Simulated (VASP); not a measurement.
Crystal: Si.

```
Si
1.0
     0.00000    2.74927    2.74927
     2.74927    0.00000    2.74927
     2.74927    2.74927    0.00000
Si
2
Cartesian
  4.1239 4.1239 4.1239
  2.7493 2.7493 2.7493
```

| Quantity | Value |
| --- | --- |
| Program | VASP 6.6.1 |
| Task | relaxation of cell and atoms |
| Functional | LDA |
| Potentials or basis | VASP PAW LDA potentials, release 64 (Si) |
| Cutoff | 600 eV |
| k mesh | 11 × 11 × 11 |
| Occupations | methfessel-paxton, width 0.01 eV |
| Spin | no spin polarisation |

At the start: pressure -4.5 GPa; volume 20.78 Å³/atom.

Q: Where does the relaxation end?

A: Over 3 steps the energy falls by 15.8 meV/atom and the volume is 19.72 Å³/atom (-5.1 %); space group Fd-3m (No. 227, to 0.05 Å).

Step by step:
```
step  energy change (eV)  largest force (eV/Å)  pressure (GPa)  volume (Å³)
   1              0.0000                0.0000           -4.54        41.56
   2             -0.0176                0.0000            3.52        38.12
   3             -0.0316                0.0000           -0.01        39.44
```

Final structure:
```yaml
crystal:
  lattice:
    - [0.00000, 2.70161, 2.70161]
    - [2.70161, 0.00000, 2.70161]
    - [2.70161, 2.70161, 0.00000]
  atoms:
    - { symbol: Si, position: [0.75000, 0.75000, 0.75000] }
    - { symbol: Si, position: [0.50000, 0.50000, 0.50000] }
```
